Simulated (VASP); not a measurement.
Set up this calculation in VASP 6.6.1, as the native input.

```
Task                   : relaxation of cell and atoms
Functional             : PBEsol
Potentials or basis    : VASP PAW PBE potentials, release 64 (La, O)
Cutoff                 : 600 eV
k mesh                 : 4 × 4 × 6
Occupations            : fermi-dirac, width 0.05 eV
Spin                   : no spin polarisation
Dipole correction      : no
Further INCAR settings : ALGO = Normal; EDIFF = 1e-06; IBRION = 2; EDIFFG = -0.02; NSW = 80; ISIF = 3
```

The structure of La2O3 lies in POSCAR:

```
La2O3
1.0
    6.3702727145      0.0000000000      0.0000000000
   -3.1851363572      5.5168179998      0.0000000000
    0.0000000000      0.0000000000      3.2898942108
La O
2 3
Direct
    0.6666666667      0.3333333333      0.4981030000
    0.3333333333      0.6666666667      0.5018970000
    0.5046070000      0.0000000000      0.0000000000
    0.0000000000      0.5046070000      0.0000000000
    0.4953930000      0.4953930000      0.0000000000
```

The input as run:

INCAR

```
SYSTEM = La2O3
ALGO     = Normal         ! electronic algorithm
EDIFF    = 1E-6           ! SCF threshold, eV
EDIFFG   = -0.02          ! ionic threshold
ENCUT    = 600            ! plane-wave cutoff, eV
GGA      = PS             ! functional
IBRION   = 2              ! ionic algorithm
ISIF     = 3              ! what is computed and relaxed
ISMEAR   = -1             ! smearing method
LASPH    = .TRUE.         ! aspherical terms in the spheres
LCHARG   = .FALSE.        ! write CHGCAR
LREAL    = .FALSE.        ! projectors in reciprocal space
LWAVE    = .FALSE.        ! write WAVECAR
NELM     = 80             ! most SCF steps
NSW      = 80             ! ionic steps
PREC     = Accurate       ! precision mode
SIGMA    = 0.05           ! smearing width, eV
```

KPOINTS

```
k-points
0
G
  4 4 6
  0 0 0
```

Potentials or basis: VASP PAW PBE potentials, release 64 (La, O).

Launch:

```bash
$ cat potpaw_PBE.64/La/POTCAR potpaw_PBE.64/O/POTCAR > POTCAR
$ mpirun -np 1 vasp_std > vasp.out
```

Results of the run:

The relaxed volume is 22.33 Å³/atom. The relaxed cell is a = 6.299 Å, b = 6.299 Å, c = 3.249 Å, α = 90.00°, β = 90.00°, γ = 120.00° and the space group after relaxing (to 0.1 Å) is P6/mmm (No. 191). The energy gained by relaxing is 9.0 meV/atom. The ionic steps are 15. The pressure after relaxing is 0.0 GPa. The largest force after relaxing is 0.010 eV/Å and the band gap on the k mesh is 1.38 eV (least direct gap 1.93 eV).

Caveat: the PAW data sets were made with another functional, which shifts forces and pressure a little; spin-orbit coupling is left out, which moves the levels of the heavy elements.

Run time: 11 min on 1 thread of Intel(R) Xeon(R) Platinum 8488C (Sapphire Rapids), with other jobs on the host, peak memory 0.31 GiB.
